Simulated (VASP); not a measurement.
Set up this calculation in VASP 6.6.1, as the native input.

```
Task                   : dielectric tensor
Functional             : r2SCAN
Potentials or basis    : VASP PAW PBE potentials, release 64 (Hf_pv, O)
Cutoff                 : 520 eV
k mesh                 : 8 × 8 × 8
Occupations            : gaussian, width 0.01 eV
Spin                   : no spin polarisation
Dipole correction      : no
Further INCAR settings : ALGO = Normal; EDIFF = 1e-08
```

The structure of HfO2 lies in POSCAR:

```
HfO2
1.0
    0.0000000000      2.4533068497      2.4533068497
    2.4533068497      0.0000000000      2.4533068497
    2.4533068497      2.4533068497      0.0000000000
Hf O
1 2
Direct
    0.0000000000      0.0000000000      0.0000000000
    0.2500000000      0.2500000000      0.2500000000
    0.7500000000      0.7500000000      0.7500000000
```

This cell differs from its parent crystal: strain -3.0%.

One way to write it, as run:

INCAR

```
PREC = Accurate ; ENCUT = 520
EDIFF = 1E-8 ; ISMEAR = 0
SIGMA = 0.01 ; LREAL = False
LASPH = True ; NELM = 60
ALGO = Normal ; ISIF = 2
LWAVE = False ; LCHARG = False
METAGGA = R2SCAN ; LMIXTAU = True
LCALCEPS = True
```

KPOINTS

```
Automatic mesh
0
Gamma
  8 8 8
```

Potentials or basis: VASP PAW PBE potentials, release 64 (Hf_pv, O).

Command:

```sh
$ cat potpaw_PBE.64/Hf_pv/POTCAR potpaw_PBE.64/O/POTCAR > POTCAR
$ mpirun -np 1 vasp_std > vasp.out
```

Results of the run:

```yaml
Band_gap_on_the_k_mesh: 4.58 eV
Electronic_dielectric_tensor_diagonal: 4.85
Born_charges_mean_of_the_diagonal: Hf +5.51; O -2.76 e
```

Caveat: the cell differs from its parent crystal (strain -3.0%); spin-orbit coupling is left out, which moves the levels of the heavy elements.

It took 58 min on 1 thread of Intel(R) Xeon(R) Platinum 8259CL CPU @ 2.50GHz (Skylake/Cascade Lake), on a shared host, peak memory 0.41 GiB.
